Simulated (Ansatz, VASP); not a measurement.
BaF2 in VASP and in Ansatz

```
CELL_PARAMETERS angstrom
0.00000 3.02255 3.02255
3.02255 0.00000 3.02255
3.02255 3.02255 0.00000
ATOMIC_POSITIONS crystal
Ba 0.00000 0.00000 0.00000
F 0.25000 0.25000 0.25000
F 0.75000 0.75000 0.75000
```

Change from the starting cell: strain -0.025 along x and y, -0.025 along z, atoms carried along.

Alike in both runs: task single point; functional PBE; k mesh 6 × 6 × 6; occupations gaussian, width 0.05 eV; no spin polarisation.

|  | VASP | Ansatz |
| --- | --- | --- |
| version | VASP 6.6.1 | Ansatz 0.2.0 |
| potentials or method | VASP PAW PBE potentials, release 64 (Ba_sv, F), cutoff 600 eV | scalar-relativistic, plane waves, PAW |
| valence electrons in the cell | 24 | 24 |

VASP gave:

```
gap on the k mesh at the Fermi level (eV) : 7.12
least direct gap on the mesh (eV)         : 7.22
pressure (GPa)                            : 8.2
```

Problem. Which values does Ansatz return?

Solution. gap on the k mesh at the Fermi level (eV): 7.20; least direct gap on the mesh (eV): 7.32; pressure (GPa): 6.7.

Neither program's run includes spin-orbit coupling.
